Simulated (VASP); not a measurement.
# Ge (Im-3m) in VASP: further runs

Runs on Ge. Level: PBE. Tasks: single point, relaxation of cell and atoms.

Program: VASP 6.6.1. These are calculated values, not measurements. Logs are shortened: lines on timing, memory, paths and dates and some standing lists are left out, and cuts for length are marked.

## Step 1: The cell of the first run

It takes space group Im-3m (No. 229, cubic). Conventional cell: a = 7.946 Å, b = 7.946 Å, c = 7.946 Å, α = 90.00°, β = 90.00°, γ = 90.00°. Ge (site symmetry 3m) has 4 Ge at 2.48 to 2.54 Å within 3.3 Å.

The cell was generated, and may not be a known phase.

## Step 2: Single point, PBE

INCAR reads:

```
SYSTEM = Ge
  PREC = Accurate
  ENCUT = 520
  EDIFF = 1E-6
  ISMEAR = 0
  SIGMA = 0.1
  LREAL = .FALSE.
  LASPH = .TRUE.
  NELM = 80
  ALGO = Normal
  ISIF = 2
  LWAVE = .FALSE.
  LCHARG = .FALSE.
  GGA = PE
  NBANDS = 66
```

KPOINTS reads:

```
Automatic mesh
0
G
  4 4 4
  0 0 0
```

POSCAR reads:

```
Ge
1.0
   -3.9728606405      3.9728606405      3.9728606405
    3.9728606405     -3.9728606405      3.9728606405
    3.9728606405      3.9728606405     -3.9728606405
Ge
8
Direct
    0.3195201387      0.3195201387      0.3195201387
    0.0000000000      0.0000000000      0.6804798613
    0.0000000000      0.6804798613      0.0000000000
    0.6804798613      0.0000000000      0.0000000000
    0.6804798613      0.6804798613      0.6804798613
    0.0000000000      0.0000000000      0.3195201387
    0.0000000000      0.3195201387      0.0000000000
    0.3195201387      0.0000000000      0.0000000000
```

Potentials or basis: VASP PAW PBE potentials, release 64 (Ge_d).

Launch:

```sh
$ cat potpaw_PBE.64/Ge_d/POTCAR > POTCAR
$ mpirun -np 1 vasp_std > vasp.out
```

OUTCAR:

```text
SYSTEM = Ge
   PREC = Accurate
   ENCUT = 520
   EDIFF = 1E-6
   ISMEAR = 0
   LREAL = .FALSE.
   LASPH = .TRUE.
   NELM = 80
   ISIF = 2
   GGA = PE

 ion  position               nearest neighbor table
   1  0.320  0.320  0.320-   5 2.48   6 2.54   7 2.54   8 2.54
   2  0.000  0.000  0.680-   6 2.48   5 2.54   7 2.54   8 2.54
   3  0.000  0.680  0.000-   7 2.48   6 2.54   5 2.54   8 2.54
   4  0.680  0.000  0.000-   8 2.48   6 2.54   7 2.54   5 2.54
   5  0.680  0.680  0.680-   1 2.48   2 2.54   3 2.54   4 2.54
   6  0.000  0.000  0.320-   2 2.48   1 2.54   3 2.54   4 2.54
   7  0.000  0.320  0.000-   3 2.48   2 2.54   1 2.54   4 2.54
   8  0.320  0.000  0.000-   4 2.48   2 2.54   3 2.54   1 2.54

  LATTYP: Found a body centered cubic cell.
 ALAT       =     7.9457212810

  Lattice vectors:

 A1 = (  -3.9728606405,   3.9728606405,   3.9728606405)
 A2 = (   3.9728606405,  -3.9728606405,   3.9728606405)
 A3 = (   3.9728606405,   3.9728606405,  -3.9728606405)

Analysis of symmetry for initial positions (statically):
=====================================================================
 Subroutine PRICEL returns:
 Original cell was already a primitive cell.

 Routine SETGRP: Setting up the symmetry group for a
 body centered cubic supercell.

 Subroutine GETGRP returns: Found 48 space group operations
 (whereof 48 operations were pure point group operations)
 out of a pool of 48 trial point group operations.

The static configuration has the point symmetry O_h .

Analysis of symmetry for dynamics (positions and initial velocities):
=====================================================================
 Subroutine PRICEL returns:
 Original cell was already a primitive cell.

 Routine SETGRP: Setting up the symmetry group for a
 body centered cubic supercell.

 Subroutine GETGRP returns: Found 48 space group operations
 (whereof 48 operations were pure point group operations)
 out of a pool of 48 trial point group operations.

The dynamic configuration has the point symmetry O_h .

 Subroutine INISYM returns: Found 48 space group operations
 (whereof 48 operations are pure point group operations),
 and found     1 'primitive' translations

----------------------------------------------------------------------------------------

                                     Primitive cell

  volume of cell :     250.8245

  direct lattice vectors                    reciprocal lattice vectors
    -3.972860640  3.972860640  3.972860640     0.000000000  0.125853899  0.125853899
     3.972860640 -3.972860640  3.972860640     0.125853899  0.000000000  0.125853899
     3.972860640  3.972860640 -3.972860640     0.125853899  0.125853899  0.000000000

  length of vectors
     6.881196481  6.881196481  6.881196481     0.177984290  0.177984290  0.177984290

  position of ions in fractional coordinates (direct lattice)
     0.319520139  0.319520139  0.319520139
     0.000000000  0.000000000  0.680479861
     0.000000000  0.680479861  0.000000000
     0.680479861  0.000000000  0.000000000
     0.680479861  0.680479861  0.680479861
     0.000000000  0.000000000  0.319520139
     0.000000000  0.319520139  0.000000000
     0.319520139  0.000000000  0.000000000

  ion indices of the primitive-cell ions
   primitive index   ion index
                 1           1
                 2           2
                 3           3
                 4           4
                 5           5
                 6           6
                 7           7
                 8           8

----------------------------------------------------------------------------------------

 KPOINTS: Automatic mesh

Automatic generation of k-mesh.
 Grid dimensions read from file:
 generate k-points for:    4    4    4

 Generating k-lattice:

  Cartesian coordinates                     Fractional coordinates (reciprocal lattice)
     0.000000000  0.031463475  0.031463475     0.250000000  0.000000000  0.000000000
     0.031463475  0.000000000  0.031463475     0.000000000  0.250000000  0.000000000
     0.031463475  0.031463475  0.000000000     0.000000000  0.000000000  0.250000000

  Length of vectors
     0.044496073  0.044496073  0.044496073

  Shift w.r.t. Gamma in fractional coordinates (k-lattice)
     0.000000000  0.000000000  0.000000000

 Subroutine IBZKPT returns following result:
 ===========================================

 Found      8 irreducible k-points:

 Following reciprocal coordinates:
            Coordinates               Weight
  0.000000  0.000000  0.000000      1.000000
  0.250000  0.000000  0.000000     12.000000
  0.500000  0.000000  0.000000      6.000000
  0.250000  0.250000  0.000000     24.000000
  0.250000  0.250000  0.250000      2.000000
 -0.250000  0.250000  0.250000      6.000000
  0.500000  0.500000  0.250000     12.000000
  0.500000  0.500000  0.500000      1.000000
   k-points           NKPTS =      8   k-points in BZ     NKDIM =      8   number of bands    NBANDS=     66
   number of dos      NEDOS =    301   number of ions     NIONS =      8
   total plane-waves  NPLWV = 157464
   dimension x,y,z NGX =    54 NGY =   54 NGZ =   54
   dimension x,y,z NGXF=   108 NGYF=  108 NGZF=  108
   ions per type =               8
   NGX,Y,Z   is equivalent  to a cutoff of  13.05, 13.05, 13.05 a.u.
   NGXF,Y,Z  is equivalent  to a cutoff of  26.09, 26.09, 26.09 a.u.
 SYSTEM =  Ge
   PREC   = accura    normal or accurate (medium, high low for compatibility)
   ISTART =      0    job   : 0-new  1-cont  2-samecut
   ICHARG =      2    charge: 1-file 2-atom 10-const
   ISPIN  =      1    spin polarized calculation?
   LNONCOLLINEAR =      F non collinear calculations
   LSORBIT =      F    spin-orbit coupling
   LASPH  =      T    aspherical Exc in radial PAW
   ENCUT  =  520.0 eV  38.22 Ry    6.18 a.u.  12.79 12.79 12.79*2*pi/ulx,y,z
   NELM   =     80;   NELMIN=  2; NELMDL= -5     # of ELM steps
   EDIFF  = 0.1E-05   stopping-criterion for ELM
   LREAL  =      F    real-space projection
   EDIFFG = 0.1E-04   stopping-criterion for IOM
   NSW    =      0    number of steps for IOM
   IBRION =     -1    ionic relax: 0-MD 1-quasi-New 2-CG
   NFREE  =      0    steps in history (QN), initial steepest desc. (CG)
   ISIF   =      2    stress and relaxation
   ISYM   =      2    0-nonsym 1-usesym 2-fastsym
   POTIM  = 0.5000    time-step for ionic-motion
   TEBEG  =    0.0;   TEEND  =   0.0 temperature during run
   PSTRESS=    0.0 pullay stress
   NELECT =     112.0000    total number of electrons
   NUPDOWN=      -1.0000    fix difference up-down
   EMIN   =  10.00;   EMAX   =-10.00  energy-range for DOS
   EFERMI =   0.00;   METHOD = LEGACY
   ISMEAR =     0;   SIGMA  =   0.10  broadening in eV -4-tet -1-fermi 0-gaus
   EFERMI_NEDOS =   21; number of points for ismear=-14 and -15
   IALGO  =     38    algorithm
   IMIX   =      4    mixing-type and parameters
     AMIX     =   0.40;   BMIX     =  1.00
     AMIX_MAG =   1.60;   BMIX_MAG =  1.00
  volume/ion in A,a.u.               =      31.35       211.58
  Fermi-wavevector in a.u.,A,eV,Ry     =   1.251289  2.364593 21.302959  1.565723
  Thomas-Fermi vector in A             =   2.385243
   LORBIT       =      0    0 simple, 1 ext, 2 COOP (PROOUT), +10 PAW based schemes
   GGA     = PE    functional components
   LHFCALC =     F    Hartree Fock is set to
   AEXX    =    0.0000 exact exchange contribution
   IVDW    =     0    specifies the selected vdW correction
   LEPSILON=     F    determine dielectric tensor
   LRPA    =     F    only Hartree local field effects (RPA)
 non-spin polarized calculation
 Gauss-broadening in eV      SIGMA  =   0.10
  energy-cutoff  :      520.00
  volume of cell :      250.82
 maximum number of plane-waves:      6819
 NGX is ok and might be reduce to    54
   NGX = 25   NGY = 25   NGZ = 25

 number of electron     112.0000010 magnetization

 Free energy of the ion-electron system (eV)
  ---------------------------------------------------
  ext. energy  EPLUGINS =         0.00000000
  ---------------------------------------------------
  free energy    TOTEN  =       -33.98932339 eV

  energy without entropy =      -33.98381071  energy(sigma->0) =      -33.98656705

 E-fermi :   2.2138     XC(G=0):  -8.0311

 val. band max:        2.1573427967   @ k =   0.0000   0.0000   0.0000
 cond. band min:       2.2447561774   @ k =   0.5000   0.5000   0.5000
 fundamental gap:      0.0874133807
 Fermi energy:         2.2137961993

 k-point     1 :       0.0000    0.0000    0.0000
  band No.  band energies     occupation
      1     -22.3443      2.00000
      2     -22.3101      2.00000
      3     -22.3101      2.00000
      4     -22.3101      2.00000
      5     -22.2727      2.00000
      6     -22.2727      2.00000
[... 58 lines left out ...]
     65       6.6761      0.00000
     66       6.6821      0.00000

 k-point     2 :       0.2500    0.0000    0.0000
  band No.  band energies     occupation
      1     -22.3325      2.00000
      2     -22.3083      2.00000
      3     -22.3078      2.00000
      4     -22.3008      2.00000
      5     -22.2852      2.00000
      6     -22.2764      2.00000
[... 58 lines left out ...]
     65       6.7905      0.00000
     66       6.8970      0.00000

 k-point     3 :       0.5000    0.0000    0.0000
  band No.  band energies     occupation
      1     -22.3076      2.00000
      2     -22.3035      2.00000
      3     -22.3015      2.00000
      4     -22.3004      2.00000
      5     -22.2985      2.00000
      6     -22.2877      2.00000
[... 334 lines left out ...]
     65       5.9049      0.00000
     66       6.6828      0.00000

 k-point     8 :       0.5000    0.5000    0.5000
  band No.  band energies     occupation
      1     -22.3260      2.00000
      2     -22.3260      2.00000
      3     -22.2948      2.00000
      4     -22.2948      2.00000
      5     -22.2948      2.00000
      6     -22.2624      2.00000
[... 58 lines left out ...]
     65       5.7610      0.00000
     66       5.7610      0.00000

------------------------ aborting loop because EDIFF is reached ----------------------------------------

  FORCE on cell =-STRESS in cart. coord.  units (eV):
  Direction    XX          YY          ZZ          XY          YZ          ZX
  --------------------------------------------------------------------------------------
  -------------------------------------------------------------------------------------
  Total       -0.0955256     -0.0955256     -0.0955256      0.0000000      0.0000000     -0.0000000
  in kB       -0.6101835     -0.6101835     -0.6101835      0.0000000      0.0000000     -0.0000000
  external PRESSURE =      -0.6101835 kB  Pullay stress =       0.0000000 kB

 VOLUME and BASIS-vectors are now :
 -----------------------------------------------------------------------------
  energy-cutoff  :      520.00
  volume of cell :      250.82
      direct lattice vectors                 reciprocal lattice vectors
    -3.972860640  3.972860640  3.972860640     0.000000000  0.125853899  0.125853899
     3.972860640 -3.972860640  3.972860640     0.125853899  0.000000000  0.125853899
     3.972860640  3.972860640 -3.972860640     0.125853899  0.125853899  0.000000000

 POSITION                                       TOTAL-FORCE (eV/Angst)
 -----------------------------------------------------------------------------------
      1.26941      1.26941      1.26941         0.008022      0.008022      0.008022
      2.70345      2.70345     -2.70345        -0.008022     -0.008022      0.008022
      2.70345     -2.70345      2.70345        -0.008022      0.008022     -0.008022
     -2.70345      2.70345      2.70345         0.008022     -0.008022     -0.008022
      2.70345      2.70345      2.70345        -0.008022     -0.008022     -0.008022
      1.26941      1.26941     -1.26941         0.008022      0.008022     -0.008022
      1.26941     -1.26941      1.26941         0.008022     -0.008022      0.008022
     -1.26941      1.26941      1.26941        -0.008022      0.008022      0.008022
 -----------------------------------------------------------------------------------
    total drift:                               -0.000000     -0.000000      0.000000

  FREE ENERGIE OF THE ION-ELECTRON SYSTEM (eV)
  ---------------------------------------------------
  free  energy   TOTEN  =       -33.9893233882 eV

  energy  without entropy=      -33.9838107080  energy(sigma->0) =      -33.98656705
```

It took 2.1 min on 1 thread of AMD EPYC 9R45 (Zen 5), shared host; peak memory 0.39 GiB.

Results:

```
Free energy            : -33.9893 eV
Pressure               : -0.1 GPa
Largest force          : 0.014 eV/Å
Band gap on the k mesh : zero (bands 56 and 57 overlap by 0.10 eV)
```

Forces in eV/Å, atoms in the order of the input:
```
Ge   0.008  0.008  0.008
Ge  -0.008 -0.008  0.008
Ge  -0.008  0.008 -0.008
Ge   0.008 -0.008 -0.008
Ge  -0.008 -0.008 -0.008
Ge   0.008  0.008 -0.008
Ge   0.008 -0.008  0.008
Ge  -0.008  0.008  0.008
```

Levels at points of the mesh, in eV from the Fermi level:
```tsv
k point	band 54	band 55	band 56	band 57	band 58	band 59
(0.00, 0.00, 0.00)	-0.77	-0.06	-0.06	-0.06	1.13	1.13
(0.50, 0.00, 0.00)	-1.14	-0.90	-0.66	1.19	1.57	2.11
(0.50, 0.50, 0.50)	0.03	0.03	0.03	0.46	1.94	1.94
```

Caveat: semilocal functionals underestimate gaps, and a narrow one can read as zero.

## Step 3: Single point, PBE

This run uses another cell than the first one, of 27.11 Å³/atom.

INCAR reads:

```
ALGO = Normal
EDIFF = 1E-6
ENCUT = 520
GGA = PE
ISIF = 2
ISMEAR = 0
LASPH = True
LCHARG = False
LREAL = False
LWAVE = False
NBANDS = 66
NELM = 80
PREC = Accurate
SIGMA = 0.1
```

KPOINTS reads:

```
k-points
0
Gamma
  4 4 4
```

POSCAR reads:

```
Ge
1.0
   -3.7848430100      3.7848430100      3.7848430100
    3.7848430100     -3.7848430100      3.7848430100
    3.7848430100      3.7848430100     -3.7848430100
Ge
8
Direct
    0.3171980400      0.3171980400      0.3171980400
    0.0000000000      0.0000000000      0.6828019600
    0.0000000000      0.6828019600      0.0000000000
    0.6828019600      0.0000000000      0.0000000000
    0.6828019600      0.6828019600      0.6828019600
    0.0000000000      0.0000000000      0.3171980400
    0.0000000000      0.3171980400      0.0000000000
    0.3171980400      0.0000000000      0.0000000000
```

Potentials or basis: VASP PAW PBE potentials, release 64 (Ge_d).

Launch:

```sh
$ cat potpaw_PBE.64/Ge_d/POTCAR > POTCAR
$ mpirun -np 1 vasp_std > vasp.out
```

Run time: 1.9 min. Hardware: 1 thread of AMD EPYC 9R45 (Zen 5), shared host; peak memory 0.33 GiB.

It converged, with:

```yaml
Free_energy: -33.1214 eV
Pressure: 8.7 GPa
Largest_force: 1.282 eV/Å
Band_gap_on_the_k_mesh: 0.16 eV (least direct gap 0.23 eV)
```

Forces in eV/Å, atoms in the order of the input:
```
Ge   0.740  0.740  0.740
Ge  -0.740 -0.740  0.740
Ge  -0.740  0.740 -0.740
Ge   0.740 -0.740 -0.740
Ge  -0.740 -0.740 -0.740
Ge   0.740  0.740 -0.740
Ge   0.740 -0.740  0.740
Ge  -0.740  0.740  0.740
```

Levels at points of the mesh, in eV from the valence-band top:
| k point | band 54 | band 55 | band 56 | band 57 | band 58 | band 59 |
| --- | --- | --- | --- | --- | --- | --- |
| (0.00, 0.00, 0.00) | 0.00 | 0.00 | 0.00 | 0.57 | 1.30 | 1.30 |
| (0.50, 0.00, 0.00) | -1.40 | -1.16 | -0.71 | 1.54 | 1.78 | 2.26 |
| (0.50, 0.50, 0.50) | -0.07 | -0.07 | -0.07 | 0.16 | 2.50 | 2.50 |

Caveat: the cell stands under pressure; semilocal functionals underestimate gaps, and a narrow one can read as zero; forces of over 1 eV/Å act on the atoms, so gaps and moduli don't describe the material at rest. A k mesh can miss the band edges.

## Step 4: Relaxation of cell and atoms, PBE

This run uses another cell than the first one, of 27.11 Å³/atom.

INCAR reads:

```
SYSTEM = Ge
ALGO     = Normal         ! electronic algorithm
EDIFF    = 1E-6           ! SCF threshold, eV
EDIFFG   = -0.04          ! ionic threshold
ENCUT    = 600            ! plane-wave cutoff, eV
GGA      = PE             ! functional
IBRION   = 2              ! ionic algorithm
ISIF     = 3              ! what is computed and relaxed
ISMEAR   = 0              ! smearing method
LASPH    = .True.         ! aspherical terms in the spheres
LCHARG   = .False.        ! write CHGCAR
LREAL    = .False.        ! projectors in reciprocal space
LWAVE    = .False.        ! write WAVECAR
NELM     = 60             ! most SCF steps
NSW      = 90             ! ionic steps
PREC     = Accurate       ! precision mode
SIGMA    = 0.1            ! smearing width, eV
```

KPOINTS reads:

```
k-points
0
Gamma
  4 4 4
  0 0 0
```

POSCAR is that of step 3.

Launch:

```sh
$ cat potpaw_PBE.64/Ge_d/POTCAR > POTCAR
$ mpirun -np 1 vasp_std > vasp.out
```

Run time: 9.8 min. Hardware: 1 thread of AMD EPYC 9R45 (Zen 5), shared host; peak memory 0.43 GiB.

It converged, with:

```
Free energy                           : -33.9886 eV
Relaxed volume                        : 31.33 Å³/atom
Relaxed cell                          : a = 6.880 Å, b = 6.880 Å, c = 6.880 Å, α = 109.47°, β = 109.47°, γ = 109.47°
Space group after relaxing (to 0.1 Å) : Im-3m (No. 229)
Energy gained by relaxing             : 108.3 meV/atom
Ionic steps                           : 6
Pressure after relaxing               : 0.0 GPa
Largest force after relaxing          : 0.017 eV/Å
Band gap on the k mesh                : zero (bands 56 and 57 overlap by 0.10 eV)
```

Forces in eV/Å, atoms in the order of the input:
```
Ge   0.010  0.010  0.010
Ge  -0.010 -0.010  0.010
Ge  -0.010  0.010 -0.010
Ge   0.010 -0.010 -0.010
Ge  -0.010 -0.010 -0.010
Ge   0.010  0.010 -0.010
Ge   0.010 -0.010  0.010
Ge  -0.010  0.010  0.010
```

The path:
```csv
step,energy change (eV),largest force (eV/Å),pressure (GPa),volume (Å³)
1,0.0000,1.2817,8.67,216.87
2,-0.4822,1.1846,-2.65,266.26
3,-0.8168,0.4505,0.60,244.26
4,-0.8166,0.4260,0.75,243.69
5,-0.8651,0.0614,0.17,249.25
6,-0.8665,0.0172,-0.05,250.66
```

Final structure:
```
CELL_PARAMETERS angstrom
-3.97201 3.97201 3.97201
3.97201 -3.97201 3.97201
3.97201 3.97201 -3.97201
ATOMIC_POSITIONS crystal
Ge 0.31952 0.31952 0.31952
Ge 0.00000 0.00000 0.68048
Ge 0.00000 0.68048 0.00000
Ge 0.68048 0.00000 0.00000
Ge 0.68048 0.68048 0.68048
Ge 0.00000 0.00000 0.31952
Ge 0.00000 0.31952 0.00000
Ge 0.31952 0.00000 0.00000
```

Levels at points of the mesh, in eV from the Fermi level:
```tsv
k point	band 52	band 53	band 54	band 55	band 56	band 57	band 58	band 59	band 60	band 61
(0.00, 0.00, 0.00)	-2.15	-2.15	-0.76	-0.06	-0.06	-0.06	1.13	1.13	1.13	3.93
(0.50, 0.00, 0.00)	-2.52	-1.80	-1.14	-0.90	-0.66	1.19	1.57	2.12	2.17	2.52
(0.50, 0.50, 0.50)	-2.81	-2.81	0.03	0.03	0.03	0.46	1.94	1.94	1.94	3.08
```

Caveat: the volume moved by over 15 % at a fixed basis, so the end points are rough; semilocal functionals underestimate gaps, and a narrow one can read as zero.

(Part 1 of 2 ends here.)

The gap in the log of VASP goes by the Fermi energy; the results here count the filled bands.